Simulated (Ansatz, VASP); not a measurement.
# Two plane-wave programs on AlInAsP3

```
Al In P As
1.0
     5.34246    0.00000    0.00000
    -2.67123    4.62671    0.00000
     0.00000    0.00000    5.32303
Al In P As
1 1 3 1
Cartesian
  2.6712 1.5422 0.0000
  0.0000 0.0000 0.0000
  1.0993 3.7192 2.6615
  -1.0993 3.7192 2.6615
  0.0000 1.8151 2.6615
  0.0000 3.0845 0.0000
```

Change from the starting cell: species swapped into the LaAlCuNi3 type (P-6m2, No. 187).

Alike in both runs: functional PBE; k mesh 6 × 6 × 4; occupations gaussian, width 0.1 eV; no spin polarisation.

Ansatz relaxed the structure, and its values are those at the end. VASP's run is a single point on that final structure, the one shown.

|  | VASP | Ansatz |
| --- | --- | --- |
| version | VASP 6.6.1 | Ansatz 0.2.0 |
| potentials or method | VASP PAW PBE potentials, release 64 (Al, In_d, P, As), cutoff 500 eV | scalar-relativistic, plane waves, PAW |
| valence electrons in the cell | 36 | 46 |

```tsv
	VASP	Ansatz	Ansatz less VASP
gap on the k mesh at the Fermi level (eV)	none	none	-
pressure (GPa)	-0.3	-0.1	+0.14
rms of the force components (eV/Å)	0.041	0.002	-0.0393
```

A gap of «none» marks a metal or a gap that the smearing closes. With one functional, cell and mesh, what is left measures potentials, basis and numerics. VASP's potentials hold 36 valence electrons a cell and Ansatz's 46, so a difference there can come from the potentials and not from the codes.
